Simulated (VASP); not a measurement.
Set up this calculation in VASP 6.6.1, as the native input.

| Item | Value |
| --- | --- |
| Task | single point |
| Functional | PBE |
| Potentials or basis | VASP PAW PBE potentials, release 64 (C) |
| Cutoff | 600 eV |
| k mesh | 14 × 14 × 14 |
| Occupations | fermi-dirac, width 0.1 eV |
| Spin | no spin polarisation |
| Dipole correction | no |
| Further INCAR settings | ALGO = Normal; EDIFF = 1e-06; NBANDS = 11 |

The structure of C lies in POSCAR:

```
C
1.0
    0.0000000000      1.7833900000      1.7833900000
    1.7833900000      0.0000000000      1.7833900000
    1.7833900000      1.7833900000      0.0000000000
C
2
Direct
    0.5000000000      0.5000000000      0.5000000000
    0.7500000000      0.7500000000      0.7500000000
```

One way to write it, as run:

INCAR

```
  PREC = Accurate
  ENCUT = 600
  EDIFF = 1E-6
  ISMEAR = -1
  SIGMA = 0.1
  LREAL = False
  LASPH = True
  NELM = 120
  ALGO = Normal
  ISIF = 2
  LWAVE = False
  LCHARG = True
  GGA = PE
  LELF = True
  LVHAR = True
  NBANDS = 11
  GGA_COMPAT = False
```

KPOINTS

```
regular mesh
0
Gamma
  14 14 14
```

Potentials or basis: VASP PAW PBE potentials, release 64 (C).

Launch:

```console
$ cat potpaw_PBE.64/C/POTCAR > POTCAR
$ mpirun -np 1 vasp_std > vasp.out
```

It gave:

| Property | Result |
| --- | --- |
| Pressure | 1.8 GPa |
| Band gap on the k mesh | 4.13 eV, indirect (least direct gap 5.59 eV) |

It took 7.3 s on 1 thread of AMD EPYC 9R45 96-Core Processor (Zen 5), with other jobs on the host, peak memory 0.09 GiB.
